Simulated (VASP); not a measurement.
Wanted: the native input for a VASP 6.6.1 run.

- Task: single point
- Functional: LDA
- Potentials or basis: VASP PAW LDA potentials, release 64 (Na_pv, H)
- Cutoff: 500 eV
- k mesh: 6 × 6 × 4
- Occupations: gaussian, width 0.01 eV
- Spin: no spin polarisation
- Dipole correction: no
- Further INCAR settings: ALGO = Normal; EDIFF = 1e-06; NBANDS = 16

The structure of NaH lies in POSCAR:

```
NaH
1.0
    3.9532815480      0.0000000000      0.0000000000
   -1.9766407740      3.4236422489      0.0000000000
    0.0000000000      0.0000000000      4.8282923038
Na H
2 2
Direct
    0.3333333333      0.6666666667     -0.0624996820
    0.6666666667      0.3333333333      0.4375003180
    0.3333333333      0.6666666667      0.4374996820
    0.6666666667      0.3333333333      0.9374996820
```

These files were run (other wordings do the same):

INCAR

```
SYSTEM = NaH
  ALGO = Normal
  EDIFF = 1E-6
  ENCUT = 500
  GGA_COMPAT = .False.
  ISIF = 2
  ISMEAR = 0
  LASPH = .True.
  LCHARG = .True.
  LELF = .True.
  LREAL = .False.
  LVHAR = .True.
  LWAVE = .False.
  NBANDS = 16
  NELM = 120
  PREC = Accurate
  SIGMA = 0.01
```

KPOINTS

```
k-points
0
Gamma
  6 6 4
  0 0 0
```

Potentials or basis: VASP PAW LDA potentials, release 64 (Na_pv, H).

Launch:

```bash
$ cat potpaw_LDA.64/Na_pv/POTCAR potpaw_LDA.64/H/POTCAR > POTCAR
$ mpirun -np 1 vasp_std > vasp.out
```

It gave:

```
Pressure               : -1.4 GPa
Band gap on the k mesh : 2.98 eV, indirect (least direct gap 3.96 eV)
```

Wall time 31 s on 1 thread of Intel(R) Xeon(R) Platinum 8488C (Sapphire Rapids) (shared host), peak memory 0.15 GiB.
